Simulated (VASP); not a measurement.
Write the native input for VASP 6.6.1 that does the following.

| Property | Result |
| --- | --- |
| Task | relaxation of cell and atoms |
| Functional | PBE |
| Potentials or basis | VASP PAW PBE potentials, release 64 (Sn_d, Ge_d) |
| Cutoff | 600 eV |
| k mesh | 4 × 4 × 4 |
| Occupations | gaussian, width 0.1 eV |
| Spin | no spin polarisation |
| Dipole correction | no |
| Further INCAR settings | ALGO = Normal; EDIFF = 1e-07; IBRION = 2; EDIFFG = -0.04; NSW = 90; ISIF = 3 |

The structure of SnGe5 lies in POSCAR:

```
SnGe5
1.0
    0.0000000000      4.1465495600      4.1465495600
    4.1465495600      0.0000000000      4.1465495600
    4.1465495600      4.1465495600      0.0000000000
Sn Ge
1 5
Direct
    0.0000000000      0.0000000000      0.0000000000
    0.5000000000      0.5000000000      0.5000000000
    0.3459475300      0.3459475300      0.3459475300
    0.3459475300      0.3459475300      0.9621574200
    0.3459475300      0.9621574200      0.3459475300
    0.9621574200      0.3459475300      0.3459475300
```

The input as run:

INCAR

```
PREC     = Accurate       # precision mode
ENCUT    = 600            # plane-wave cutoff, eV
EDIFF    = 1E-7           # SCF threshold, eV
ISMEAR   = 0              # smearing method
SIGMA    = 0.1            # smearing width, eV
LREAL    = False          # projectors in reciprocal space
LASPH    = True           # aspherical terms in the spheres
NELM     = 100            # most SCF steps
ALGO     = Normal         # electronic algorithm
ISIF     = 3              # what is computed and relaxed
LWAVE    = False          # write WAVECAR
LCHARG   = False          # write CHGCAR
GGA      = PE             # functional
IBRION   = 2              # ionic algorithm
NSW      = 90             # ionic steps
EDIFFG   = -0.04          # ionic threshold
```

KPOINTS

```
Automatic mesh
0
Gamma
  4 4 4
```

Potentials or basis: VASP PAW PBE potentials, release 64 (Sn_d, Ge_d).

Run with:

```bash
$ cat potpaw_PBE.64/Sn_d/POTCAR potpaw_PBE.64/Ge_d/POTCAR > POTCAR
$ mpirun -np 1 vasp_std > vasp.out
```

It gave:

```
Relaxed volume                         : 33.29 Å³/atom
Relaxed cell                           : a = 6.561 Å, b = 6.561 Å, c = 6.561 Å, α = 60.00°, β = 60.00°, γ = 60.00°
Space group after relaxing (to 0.05 Å) : F-43m (No. 216)
Energy gained by relaxing              : 563.2 meV/atom
Ionic steps                            : 8
Pressure after relaxing                : 0.0 GPa
Largest force after relaxing           : 0.005 eV/Å
Band gap on the k mesh                 : zero (band 42 reaches 2.99 eV, above the bottom of band 43 at 2.50 eV)
```

Caveat: the volume moved by over 15 % at a fixed basis, so the end points are rough; spin-orbit coupling is left out, which moves the levels of the heavy elements.

Run time: 8.3 min on 1 thread of Intel(R) Xeon(R) Platinum 8488C (Sapphire Rapids) (shared host), peak memory 0.36 GiB.
